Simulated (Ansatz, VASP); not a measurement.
# SrRe2: VASP beside Ansatz

```
Sr Re
1.0
     0.00000    3.95441    3.95441
     3.95441    0.00000    3.95441
     3.95441    3.95441    0.00000
Sr Re
2 4
Cartesian
  0.0000 0.0000 0.0000
  1.9772 1.9772 1.9772
  4.9430 4.9430 4.9430
  4.9430 2.9658 2.9658
  2.9658 2.9658 4.9430
  2.9658 4.9430 2.9658
```

Alike in both runs: task single point; functional PBE; k mesh 4 × 4 × 4; occupations gaussian, width 0.1 eV; no spin polarisation.

```csv
,VASP,Ansatz
version,VASP 6.6.1,Ansatz 0.2.0
potentials or method,"VASP PAW PBE potentials, release 64 (Sr_sv, Re), cutoff 520 eV","scalar-relativistic, plane waves, PAW"
valence electrons in the cell,48,80
```

```csv
,VASP,Ansatz,Ansatz less VASP
gap on the k mesh at the Fermi level (eV),none,none,-
pressure (GPa),-4.2,-4.0,+0.24
```

A gap of «none» marks a metal or a gap that the smearing closes. The functional is the same, so the differences come from potentials, cutoffs and numerics. VASP's potentials hold 48 valence electrons a cell and Ansatz's 80, so a difference there can come from the potentials and not from the codes.

Neither program's run includes spin-orbit coupling.
